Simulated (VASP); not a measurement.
Input of a VASP 6.6.1 run:

File INCAR:

```
SYSTEM = Br
PREC     = Accurate       ! precision mode
ENCUT    = 600            ! plane-wave cutoff, eV
EDIFF    = 1E-7           ! SCF threshold, eV
ISMEAR   = 0              ! smearing method
SIGMA    = 0.1            ! smearing width, eV
LREAL    = .False.        ! projectors in reciprocal space
LASPH    = .True.         ! aspherical terms in the spheres
NELM     = 100            ! most SCF steps
ALGO     = Normal         ! electronic algorithm
ISIF     = 3              ! what is computed and relaxed
LWAVE    = .False.        ! write WAVECAR
LCHARG   = .False.        ! write CHGCAR
GGA      = PE             ! functional
IBRION   = 2              ! ionic algorithm
NSW      = 100            ! ionic steps
EDIFFG   = -0.01          ! ionic threshold
```

Contents of KPOINTS:

```
regular mesh
0
Gamma
  9 9 18
  0 0 0
```

The input POSCAR:

```
Br
1.0
    7.1385828814      0.0000000000      0.0000000000
   -3.5692914407      6.1821941223      0.0000000000
    0.0000000000      0.0000000000      2.5667321554
Br
3
Direct
    0.0000000000      0.6893361104      0.5000000000
    0.3106638896      0.3106638896      0.5000000000
    0.6893361104      0.0000000000      0.5000000000
```

Potentials or basis: VASP PAW PBE potentials, release 64 (Br).

Launch:

```bash
$ cat potpaw_PBE.64/Br/POTCAR > POTCAR
$ mpirun -np 1 vasp_std > vasp.out
```

Estimate the relaxed volume.

38.52 Å³/atom.

Estimate the relaxed cell.

a = 7.199 Å, b = 7.199 Å, c = 2.575 Å, α = 90.00°, β = 90.00°, γ = 120.00°.

Predict the space group after relaxing (to 0.05 Å).

P-62m (No. 189).

Final structure:
```
CELL_PARAMETERS angstrom
7.19893 0.00000 0.00000
-3.59946 6.23446 0.00000
0.00000 0.00000 2.57466
ATOMIC_POSITIONS crystal
Br 0.00000 0.68775 0.50000
Br 0.31225 0.31225 0.50000
Br 0.68775 0.00000 0.50000
```

Caveat: an odd number of electrons without spin polarisation forces a metal; a magnetic or distorted state may lie lower.
